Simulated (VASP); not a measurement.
# MgO (P6_3mc) in VASP: settings compared

The runs below take MgO through single point, with PBEsol, LDA.

All numbers are computed with VASP 6.6.1; they aren't measurements. Logs are shortened: lines on timing, memory, paths and dates and some standing lists are left out, and cuts for length are marked.

### Step 1. The cell of the first run

It takes space group P6_3mc (No. 186, hexagonal). Conventional cell: a = 3.330 Å, b = 3.330 Å, c = 5.016 Å, α = 90.00°, β = 90.00°, γ = 120.00°. Mg (site symmetry 3m) has 4 O at 1.99 to 2.01 Å within 2.6 Å. O (site symmetry 3m) has 4 Mg at 1.99 to 2.01 Å within 2.6 Å.

### Step 2. Single point, PBEsol (volume scaled by 1.02)

Input file INCAR:

```
SYSTEM = MgO
  ALGO = Normal
  EDIFF = 1E-6
  ENCUT = 520
  GGA = PS
  ISIF = 2
  ISMEAR = -1
  LASPH = .TRUE.
  LCHARG = .FALSE.
  LREAL = .FALSE.
  LWAVE = .FALSE.
  NBANDS = 16
  NELM = 80
  PREC = Accurate
  SIGMA = 0.05
```

Input file KPOINTS:

```
k-points
0
G
  9 9 6
  0 0 0
```

Input file POSCAR:

```
MgO
1.0
    3.3296934990      0.0000000000      0.0000000000
   -1.6648467495      2.8835991569      0.0000000000
    0.0000000000      0.0000000000      5.0158818481
Mg O
2 2
Direct
    0.6666666667      0.3333333333      0.5021597400
    0.3333333333      0.6666666667      0.0021597400
    0.6666666667      0.3333333333      0.9024402600
    0.3333333333      0.6666666667      0.4024402600
```

Potentials or basis: VASP PAW PBE potentials, release 64 (Mg, O).

Launch:

```console
cat potpaw_PBE.64/Mg/POTCAR potpaw_PBE.64/O/POTCAR > POTCAR
mpirun -np 1 vasp_std > vasp.out
```

OUTCAR:

```text
SYSTEM = MgO
   EDIFF = 1E-6
   ENCUT = 520
   GGA = PS
   ISIF = 2
   ISMEAR = -1
   LASPH = .TRUE.
   LREAL = .FALSE.
   NELM = 80
   PREC = Accurate

 ion  position               nearest neighbor table
   1  0.667  0.333  0.502-   4 1.99   4 1.99   4 1.99   3 2.01   2 3.16   2 3.16   2 3.16   2 3.16
                             2 3.16   2 3.16
   2  0.333  0.667  0.002-   3 1.99   3 1.99   3 1.99   4 2.01   1 3.16   1 3.16   1 3.16   1 3.16
                             1 3.16   1 3.16
   3  0.667  0.333  0.902-   2 1.99   2 1.99   2 1.99   1 2.01
   4  0.333  0.667  0.402-   1 1.99   1 1.99   1 1.99   2 2.01

  LATTYP: Found a hexagonal cell.
 ALAT       =     3.3296934990
 C/A-ratio  =     1.5064094787

  Lattice vectors:

 A1 = (   3.3296934990,   0.0000000000,   0.0000000000)
 A2 = (  -1.6648467495,   2.8835991569,   0.0000000000)
 A3 = (   0.0000000000,   0.0000000000,   5.0158818481)

Analysis of symmetry for initial positions (statically):
=====================================================================
 Subroutine PRICEL returns:
 Original cell was already a primitive cell.

 Routine SETGRP: Setting up the symmetry group for a
 hexagonal supercell.

 Subroutine GETGRP returns: Found 12 space group operations
 (whereof  6 operations were pure point group operations)
 out of a pool of 24 trial point group operations.

The static configuration has the point symmetry C_3v.
 The point group associated with its full space group is C_6v.

Analysis of symmetry for dynamics (positions and initial velocities):
=====================================================================
 Subroutine PRICEL returns:
 Original cell was already a primitive cell.

 Routine SETGRP: Setting up the symmetry group for a
 hexagonal supercell.

 Subroutine GETGRP returns: Found 12 space group operations
 (whereof  6 operations were pure point group operations)
 out of a pool of 24 trial point group operations.

The dynamic configuration has the point symmetry C_3v.
 The point group associated with its full space group is C_6v.

 Subroutine INISYM returns: Found 12 space group operations
 (whereof  6 operations are pure point group operations),
 and found     1 'primitive' translations

----------------------------------------------------------------------------------------

                                     Primitive cell

  volume of cell :      48.1600

  direct lattice vectors                    reciprocal lattice vectors
     3.329693499  0.000000000  0.000000000     0.300327943  0.173394419  0.000000000
    -1.664846749  2.883599157  0.000000000     0.000000000  0.346788838  0.000000000
     0.000000000  0.000000000  5.015881848     0.000000000  0.000000000  0.199366738

  length of vectors
     3.329693499  3.329693499  5.015881848     0.346788838  0.346788838  0.199366738

  position of ions in fractional coordinates (direct lattice)
     0.666666667  0.333333333  0.502159740
     0.333333333  0.666666667  0.002159740
     0.666666667  0.333333333  0.902440260
     0.333333333  0.666666667  0.402440260

  ion indices of the primitive-cell ions
   primitive index   ion index
                 1           1
                 2           2
                 3           3
                 4           4

----------------------------------------------------------------------------------------

 KPOINTS: k-points

Automatic generation of k-mesh.
 Grid dimensions read from file:
 generate k-points for:    9    9    6

 Generating k-lattice:

  Cartesian coordinates                     Fractional coordinates (reciprocal lattice)
     0.033369771  0.019266047  0.000000000     0.111111111 -0.000000000  0.000000000
     0.000000000  0.038532093  0.000000000     0.000000000  0.111111111  0.000000000
     0.000000000  0.000000000  0.033227790     0.000000000  0.000000000  0.166666667

  Length of vectors
     0.038532093  0.038532093  0.033227790

  Shift w.r.t. Gamma in fractional coordinates (k-lattice)
     0.000000000  0.000000000  0.000000000

 Subroutine IBZKPT returns following result:
 ===========================================

 Found     48 irreducible k-points:

 Following reciprocal coordinates:
            Coordinates               Weight
  0.000000  0.000000  0.000000      1.000000
  0.111111 -0.000000  0.000000      6.000000
  0.222222  0.000000  0.000000      6.000000
  0.333333  0.000000  0.000000      6.000000
  0.444444  0.000000  0.000000      6.000000
  0.111111  0.111111  0.000000      6.000000
[... 16 lines left out ...]
  0.333333  0.222222  0.166667     24.000000
  0.333333  0.333333  0.166667      4.000000
 [... further k-points ...]
   k-points           NKPTS =     48   k-points in BZ     NKDIM =     48   number of bands    NBANDS=     16
   number of dos      NEDOS =    301   number of ions     NIONS =      4
   total plane-waves  NPLWV =  31360
   dimension x,y,z NGX =    28 NGY =   28 NGZ =   40
   dimension x,y,z NGXF=    56 NGYF=   56 NGZF=   80
   ions per type =               2   2
   NGX,Y,Z   is equivalent  to a cutoff of  13.98, 13.98, 13.26 a.u.
   NGXF,Y,Z  is equivalent  to a cutoff of  27.96, 27.96, 26.52 a.u.
 SYSTEM =  MgO
   PREC   = accura    normal or accurate (medium, high low for compatibility)
   ISTART =      0    job   : 0-new  1-cont  2-samecut
   ICHARG =      2    charge: 1-file 2-atom 10-const
   ISPIN  =      1    spin polarized calculation?
   LNONCOLLINEAR =      F non collinear calculations
   LSORBIT =      F    spin-orbit coupling
   LASPH  =      T    aspherical Exc in radial PAW
   ENCUT  =  520.0 eV  38.22 Ry    6.18 a.u.   6.19  6.19  9.33*2*pi/ulx,y,z
   NELM   =     80;   NELMIN=  2; NELMDL= -5     # of ELM steps
   EDIFF  = 0.1E-05   stopping-criterion for ELM
   LREAL  =      F    real-space projection
   EDIFFG = 0.1E-04   stopping-criterion for IOM
   NSW    =      0    number of steps for IOM
   IBRION =     -1    ionic relax: 0-MD 1-quasi-New 2-CG
   NFREE  =      0    steps in history (QN), initial steepest desc. (CG)
   ISIF   =      2    stress and relaxation
   ISYM   =      2    0-nonsym 1-usesym 2-fastsym
   POTIM  = 0.5000    time-step for ionic-motion
   TEBEG  =    0.0;   TEEND  =   0.0 temperature during run
   PSTRESS=    0.0 pullay stress
   NELECT =      16.0000    total number of electrons
   NUPDOWN=      -1.0000    fix difference up-down
   EMIN   =  10.00;   EMAX   =-10.00  energy-range for DOS
   EFERMI =   0.00;   METHOD = LEGACY
   ISMEAR =    -1;   SIGMA  =   0.05  broadening in eV -4-tet -1-fermi 0-gaus
   EFERMI_NEDOS =   21; number of points for ismear=-14 and -15
   IALGO  =     38    algorithm
   IMIX   =      4    mixing-type and parameters
     AMIX     =   0.40;   BMIX     =  1.00
     AMIX_MAG =   1.60;   BMIX_MAG =  1.00
  volume/ion in A,a.u.               =      12.04        81.25
  Fermi-wavevector in a.u.,A,eV,Ry     =   1.133842  2.142651 17.491629  1.285598
  Thomas-Fermi vector in A             =   2.270546
   LORBIT       =      0    0 simple, 1 ext, 2 COOP (PROOUT), +10 PAW based schemes
   GGA     = PS    functional components
   LHFCALC =     F    Hartree Fock is set to
   AEXX    =    0.0000 exact exchange contribution
   IVDW    =     0    specifies the selected vdW correction
   LEPSILON=     F    determine dielectric tensor
   LRPA    =     F    only Hartree local field effects (RPA)
 non-spin polarized calculation
  energy-cutoff  :      520.00
  volume of cell :       48.16
 maximum number of plane-waves:      1312
 NGX is ok and might be reduce to    28
   NGX = 13   NGY = 13   NGZ = 19

 number of electron      15.9999999 magnetization

 Free energy of the ion-electron system (eV)
  ---------------------------------------------------
  ext. energy  EPLUGINS =         0.00000000
  ---------------------------------------------------
  free energy    TOTEN  =       -24.54445499 eV

  energy without entropy =      -24.54445499  energy(sigma->0) =      -24.54445499

 E-fermi :   1.9682     XC(G=0):  -9.8928

 val. band max:        0.9249480639   @ k =   0.0000   0.0000   0.0000
 cond. band min:       4.1632462538   @ k =   0.0000   0.0000   0.0000
 fundamental gap:      3.2382981899
 Fermi energy:         1.9682220417

 k-point     1 :       0.0000    0.0000    0.0000
  band No.  band energies     occupation
      1     -15.2080      2.00000
      2     -14.4101      2.00000
      3      -2.3501      2.00000
      4       0.1418      2.00000
      5       0.1418      2.00000
      6       0.4839      2.00000
[... 8 lines left out ...]
     15      17.0434      0.00000
     16      17.0434      0.00000

 k-point     2 :       0.1111   -0.0000    0.0000
  band No.  band energies     occupation
      1     -15.1477      2.00000
      2     -14.3906      2.00000
      3      -2.2315      2.00000
      4      -0.1599      2.00000
      5       0.0606      2.00000
      6       0.1109      2.00000
[... 8 lines left out ...]
     15      16.7592      0.00000
     16      17.0149      0.00000

 k-point     3 :       0.2222    0.0000    0.0000
  band No.  band energies     occupation
      1     -14.9855      2.00000
      2     -14.3466      2.00000
      3      -1.8969      2.00000
      4      -0.9542      2.00000
      5      -0.4428      2.00000
      6      -0.1110      2.00000
[... 8 lines left out ...]
     15      15.6586      0.00000
     16      16.0388      0.00000

 k-point     4 :       0.3333    0.0000    0.0000
  band No.  band energies     occupation
      1     -14.7755      2.00000
      2     -14.3154      2.00000
      3      -1.7125      2.00000
      4      -1.4021      2.00000
      5      -0.9279      2.00000
      6      -0.2768      2.00000
[... 8 lines left out ...]
     15      15.0004      0.00000
     16      16.1726      0.00000
[... 324 lines left out ...]
 k-point    22 :       0.2222    0.2222    0.1667
  band No.  band energies     occupation
      1     -14.6462      2.00000
      2     -14.3348      2.00000
      3      -1.7277      2.00000
      4      -1.5764      2.00000
      5      -0.5911      2.00000
      6      -0.5574      2.00000
[... 8 lines left out ...]
     15      14.4411      0.00000
     16      17.0072      0.00000

 k-point    23 :       0.3333    0.2222    0.1667
  band No.  band energies     occupation
      1     -14.5038      2.00000
      2     -14.3508      2.00000
      3      -1.9235      2.00000
      4      -1.3977      2.00000
      5      -0.9750      2.00000
      6      -0.3296      2.00000
[... 8 lines left out ...]
     15      14.1889      0.00000
     16      16.9833      0.00000

 k-point    24 :       0.3333    0.3333    0.1667
  band No.  band energies     occupation
      1     -14.4055      2.00000
      2     -14.4055      2.00000
      3      -1.7700      2.00000
      4      -1.2837      2.00000
      5      -1.2837      2.00000
      6      -0.4891      2.00000
[... 8 lines left out ...]
     15      14.0825      0.00000
     16      17.8422      0.00000

 [... further k-points ...]

------------------------ aborting loop because EDIFF is reached ----------------------------------------

  FORCE on cell =-STRESS in cart. coord.  units (eV):
  Direction    XX          YY          ZZ          XY          YZ          ZX
  --------------------------------------------------------------------------------------
  -------------------------------------------------------------------------------------
  Total       -0.7306968     -0.7306968     -0.6047619      0.0000000     -0.0000000      0.0000000
  in kB      -24.3086770    -24.3086770    -20.1191011      0.0000000     -0.0000000      0.0000000
  external PRESSURE =     -22.9121517 kB  Pullay stress =       0.0000000 kB

 VOLUME and BASIS-vectors are now :
 -----------------------------------------------------------------------------
  energy-cutoff  :      520.00
  volume of cell :       48.16
      direct lattice vectors                 reciprocal lattice vectors
     3.329693499  0.000000000  0.000000000     0.300327943  0.173394419  0.000000000
    -1.664846749  2.883599157  0.000000000     0.000000000  0.346788838  0.000000000
     0.000000000  0.000000000  5.015881848     0.000000000  0.000000000  0.199366738

 POSITION                                       TOTAL-FORCE (eV/Angst)
 -----------------------------------------------------------------------------------
      1.66485      0.96120      2.51877        -0.000000     -0.000000      0.027773
     -0.00000      1.92240      0.01083        -0.000000      0.000000      0.027773
      1.66485      0.96120      4.52653        -0.000000     -0.000000     -0.027773
     -0.00000      1.92240      2.01859         0.000000      0.000000     -0.027773
 -----------------------------------------------------------------------------------
    total drift:                               -0.000000      0.000000      0.001407

  FREE ENERGIE OF THE ION-ELECTRON SYSTEM (eV)
  ---------------------------------------------------
  free  energy   TOTEN  =       -24.5444549925 eV

  energy  without entropy=      -24.5444549925  energy(sigma->0) =      -24.54445499
```

Run time: 64 s. Hardware: 1 thread of Intel Xeon 8259CL, shared host; peak memory 0.19 GiB.

Results:

```
Free energy            : -24.5445 eV
Pressure               : -2.3 GPa
Largest force          : 0.028 eV/Å
Band gap on the k mesh : 3.24 eV, direct
```

Forces in eV/Å, atoms in the order of the input:
```
Mg   0.000  0.000  0.028
Mg   0.000  0.000  0.028
O    0.000  0.000 -0.028
O    0.000  0.000 -0.028
```

Levels at points of the mesh, in eV from the valence-band top:
```tsv
k point	band 5	band 6	band 7	band 8	band 9	band 10	band 11	band 12
(0.00, 0.00, 0.00)	-0.78	-0.44	-0.44	0.00	3.24	8.26	10.06	13.81
(0.00, 0.00, 0.50)	-0.62	-0.62	-0.62	-0.62	5.75	5.75	12.92	12.92
```

Caveat: the PAW data sets were made with another functional, which shifts forces and pressure a little.

### Step 3. Single point, LDA (volume scaled by 1.04)

Input file INCAR:

```
SYSTEM = MgO
  ALGO = Normal
  EDIFF = 1E-6
  ENCUT = 520
  GGA = CA
  ISIF = 2
  ISMEAR = -1
  LASPH = .True.
  LCHARG = .False.
  LREAL = .False.
  LWAVE = .False.
  NBANDS = 16
  NELM = 80
  PREC = Accurate
  SIGMA = 0.05
```

Input file KPOINTS:

```
k-points
0
Gamma
  9 9 6
  0 0 0
```

Input file POSCAR:

```
MgO
1.0
    3.3513154912      0.0000000000      0.0000000000
   -1.6756577457      2.9023243515      0.0000000000
    0.0000000000      0.0000000000      5.0484534221
Mg O
2 2
Direct
    0.6666666667      0.3333333333      0.5021597400
    0.3333333333      0.6666666667      0.0021597400
    0.6666666667      0.3333333333      0.9024402600
    0.3333333333      0.6666666667      0.4024402600
```

Potentials or basis: VASP PAW LDA potentials, release 64 (Mg, O).

Launch:

```console
cat potpaw_LDA.64/Mg/POTCAR potpaw_LDA.64/O/POTCAR > POTCAR
mpirun -np 1 vasp_std > vasp.out
```

It took 65 s on 1 thread of Intel Xeon 8259CL, shared host; peak memory 0.17 GiB.

The run converged. Its results:

* Free energy: -26.1413 eV
* Pressure: -9.5 GPa
* Largest force: 0.085 eV/Å
* Band gap on the k mesh: 3.15 eV, direct

Forces on the atoms (eV/Å):
```
Mg   0.000  0.000  0.085
Mg   0.000  0.000  0.085
O    0.000  0.000 -0.085
O    0.000  0.000 -0.085
```

Stress tensor (GPa, compression positive):
```
-9.99  0.00  0.00
 0.00 -9.99  0.00
 0.00  0.00 -8.57
```

Levels at points of the mesh, in eV from the valence-band top:
```
           k point  band 5  band 6  band 7  band 8  band 9  band 10  band 11  band 12
(0.00, 0.00, 0.00)   -0.78   -0.43   -0.43    0.00    3.15     8.03     9.86    13.53
(0.00, 0.00, 0.50)   -0.61   -0.61   -0.61   -0.61    5.62     5.62    12.63    12.63
```

 A k mesh can miss the band edges.
